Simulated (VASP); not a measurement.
Here is a VASP 6.6.1 calculation.

File POSCAR:

```
NaI
1.0
    0.0000000000      3.5431916810      3.5431916810
    3.5431916810      0.0000000000      3.5431916810
    3.5431916810      3.5431916810      0.0000000000
Na I
1 1
Direct
    0.0000000000      0.0000000000      0.0000000000
    0.2500000000      0.2500000000      0.2500000000
```

The input INCAR.step1:

```
PREC = Accurate ; ENCUT = 520
ISMEAR = 0 ; SIGMA = 0.01
LREAL = False ; LASPH = True
NELM = 80 ; ISYM = 0
NBANDS = 14 ; GGA = PE
ALGO = Normal ; EDIFF = 1E-4
LWAVE = True ; LCHARG = False
```

The input INCAR.step2:

```
PREC = Accurate ; ENCUT = 520
EDIFF = 1E-7 ; ISMEAR = 0
SIGMA = 0.01 ; LREAL = False
LASPH = True ; NELM = 80
ALGO = Normal ; ISIF = 2
LWAVE = False ; LCHARG = False
METAGGA = R2SCAN ; LMIXTAU = True
ISYM = 0 ; NBANDS = 14
ISTART = 1
```

File KPOINTS:

```
Automatic mesh
0
Gamma
  4 4 4
  0 0 0.5
```

Potentials or basis: VASP PAW PBE potentials, release 64 (Na_pv, I).

Launch:

```bash
$ cat potpaw_PBE.64/Na_pv/POTCAR potpaw_PBE.64/I/POTCAR > POTCAR
$ cp INCAR.step1 INCAR
$ mpirun -np 1 vasp_std > vasp.out
$ cp INCAR.step2 INCAR
$ mpirun -np 1 vasp_std > vasp.out
```

Q: Predict the pressure.

A: -0.1 GPa.

Q: Predict the band gap on the k mesh.

A: 4.79 eV.

Caveat: the structure was generated, so it needn't be the stable form of NaI; the PAW data sets were made with another functional, which shifts forces and pressure a little; spin-orbit coupling is left out, which moves the levels of the heavy elements; a shifted mesh leaves out Γ, where band edges can lie. A k mesh can miss the band edges.
